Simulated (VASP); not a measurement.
## V: single point with r2SCAN

V:

```xyz
1
Lattice="2.4879 0.0000 0.0000 0.0000 2.4879 0.0000 0.0000 0.0000 2.4879" Properties=species:S:1:pos:R:3 pbc="T T T"
V     0.0000    0.0000    0.0000
```

This isn't the form of V at room conditions, which is bcc.

```yaml
Program: VASP 6.6.1
Task: single point
Functional: r2SCAN
Potentials_or_basis: VASP PAW PBE potentials, release 64 (V_sv)
Cutoff: 520 eV
k_mesh: 15 × 15 × 15
Occupations: fermi-dirac, width 0.05 eV
Spin: collinear spin, ferromagnetic start
Starting_moments: "[1.0] μB"
Dipole_correction: no
Further_INCAR_settings: ALGO = Normal; EDIFF = 1e-06; NBANDS = 16
```

```json
{"Pressure": "-7.7 GPa", "Net moment": "0.00 μB per cell", "Valence electrons inside the program's atomic spheres": "V 11.64"}
```

Levels at points of the mesh, in eV from the Fermi level:
Spin up:
```csv
k point,band 3,band 4,band 5,band 6,band 7,band 8,band 9,band 10,band 11,band 12
"(0.00, 0.00, 0.00)",-38.62,-38.62,-6.66,-2.20,-2.20,3.68,3.68,3.68,18.74,18.74
```
Spin down:
| k point | band 5 | band 6 | band 7 | band 8 | band 9 | band 10 |
| --- | --- | --- | --- | --- | --- | --- |
| (0.00, 0.00, 0.00) | -6.66 | -2.20 | -2.20 | 3.68 | 3.68 | 3.68 |

Run time: 2 min on 1 thread of Intel(R) Xeon(R) Platinum 8259CL CPU @ 2.50GHz (Skylake/Cascade Lake), with other jobs on the host, peak memory 0.16 GiB.

Caveat: the cell stands under tension; the PAW data sets were made with another functional, which shifts forces and pressure a little.
